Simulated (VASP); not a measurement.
A run of VASP 6.6.1 is set up as follows.

File INCAR:

```
SYSTEM = OsBr
  PREC = Accurate
  ENCUT = 600
  EDIFF = 1E-7
  ISMEAR = 0
  SIGMA = 0.1
  LREAL = .False.
  LASPH = .True.
  NELM = 150
  ALGO = Normal
  ISIF = 3
  LWAVE = .False.
  LCHARG = .False.
  ISPIN = 2
  MAGMOM = 0.67 0
  LORBIT = 11
  LMAXMIX = 4
  GGA = PE
  IBRION = 2
  NSW = 90
  EDIFFG = -0.04
```

KPOINTS

```
Automatic mesh
0
Gamma
  6 6 6
  0 0 0
```

Contents of POSCAR:

```
OsBr
1.0
    3.5334950121      0.0000000000      0.0000000000
    0.0000000000      3.5334950121      0.0000000000
    0.0000000000      0.0000000000      3.5334950121
Os Br
1 1
Direct
    0.0000000000      0.0000000000      0.0000000000
    0.5000000000      0.5000000000      0.5000000000
```

Potentials or basis: VASP PAW PBE potentials, release 64 (Os, Br).

Command:

```sh
$ cat potpaw_PBE.64/Os/POTCAR potpaw_PBE.64/Br/POTCAR > POTCAR
$ mpirun -np 1 vasp_std > vasp.out
```

(1) What does it give for the relaxed volume?

(2) Estimate the space group after relaxing (to 0.05 Å).

(3) Estimate the net moment.

(4) Estimate the relaxed cell.

## Answers

(1) 16.58 Å³/atom.

(2) Pm-3m (No. 221).

(3) 0.00 μB per cell.

(4) a = 3.213 Å, b = 3.213 Å, c = 3.213 Å, α = 90.00°, β = 90.00°, γ = 90.00°.

Caveat: the volume moved by over 15 % at a fixed basis, so the end points are rough.
